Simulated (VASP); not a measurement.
TiO2, 6 atoms in the cell. The structure is tetragonal, space group I4_1/amd (No. 141). Conventional cell: a = 3.784 Å, b = 3.784 Å, c = 9.515 Å, α = 90.00°, β = 90.00°, γ = 90.00°. Within 2.6 Å of Ti (site symmetry -4m2) lie 6 O at 1.93 to 1.98 Å. Within 2.6 Å of O (site symmetry 2mm) lie 3 Ti at 1.93 to 1.98 Å and 2 O at 2.47 Å. 

```yaml
Program: VASP 6.6.1
Task: single point
Functional: PBE
Potentials_or_basis: VASP PAW PBE potentials, release 64 (Ti_sv, O)
Cutoff: 520 eV
k_mesh: 5 × 5 × 7
Occupations: gaussian, width 0.01 eV
Spin: no spin polarisation
Dipole_correction: no
Further_INCAR_settings: ALGO = Normal; EDIFF = 1e-07; NBANDS = 33; ISYM = 0
```

Potentials or basis: VASP PAW PBE potentials, release 64 (Ti_sv, O).

Command:

```console
$ cat potpaw_PBE.64/Ti_sv/POTCAR potpaw_PBE.64/O/POTCAR > POTCAR
$ mpirun -np 1 vasp_std > vasp.out
```

Hardware: 1 thread of Intel Xeon 8259CL, on a shared host.

Estimate the wall time of this run.

It took 8.1 min on 1 thread of Intel Xeon 8259CL, on a shared host, peak memory 0.35 GiB. Counts: scf iterations 18, k points 88.
